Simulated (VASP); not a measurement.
Wanted: the native input for a VASP 6.6.1 run.

- Task: single point
- Functional: PBE
- Potentials or basis: VASP PAW PBE potentials, release 64 (Mo_sv, Si)
- Cutoff: 520 eV
- k mesh: 12 × 12 × 12
- Occupations: gaussian, width 0.014 eV
- Spin: no spin polarisation
- Dipole correction: no
- Further INCAR settings: ALGO = Normal; EDIFF = 1e-07; NBANDS = 18

The structure of Si2Mo lies in POSCAR:

```
Si2Mo
1.0
   -1.6000000000      1.6000000000      3.9305000000
    1.6000000000     -1.6000000000      3.9305000000
    1.6000000000      1.6000000000     -3.9305000000
Mo Si
1 2
Direct
    0.0000000000      0.0000000000      0.0000000000
    0.6670000000      0.6670000000      0.0000000000
    0.3330000000      0.3330000000      0.0000000000
```

These files were run (other wordings do the same):

INCAR

```
SYSTEM = Si2Mo
  ALGO = Normal
  EDIFF = 1E-7
  ENCUT = 520
  GGA = PE
  ISIF = 2
  ISMEAR = 0
  LASPH = .TRUE.
  LCHARG = .FALSE.
  LREAL = .FALSE.
  LWAVE = .FALSE.
  NBANDS = 18
  NELM = 100
  PREC = Accurate
  SIGMA = 0.014
```

KPOINTS

```
k-points
0
G
  12 12 12
  0 0 0
```

Potentials or basis: VASP PAW PBE potentials, release 64 (Mo_sv, Si).

Run with:

```sh
$ cat potpaw_PBE.64/Mo_sv/POTCAR potpaw_PBE.64/Si/POTCAR > POTCAR
$ mpirun -np 1 vasp_std > vasp.out
```

It gave:

```
Pressure               : 2.4 GPa
Largest force          : 0.272 eV/Å
Band gap on the k mesh : zero (bands 11 and 12 overlap by 1.04 eV)
```

It took 3.3 min on 1 thread of Intel(R) Xeon(R) Platinum 8488C (Sapphire Rapids), with other jobs on the host, peak memory 0.28 GiB.
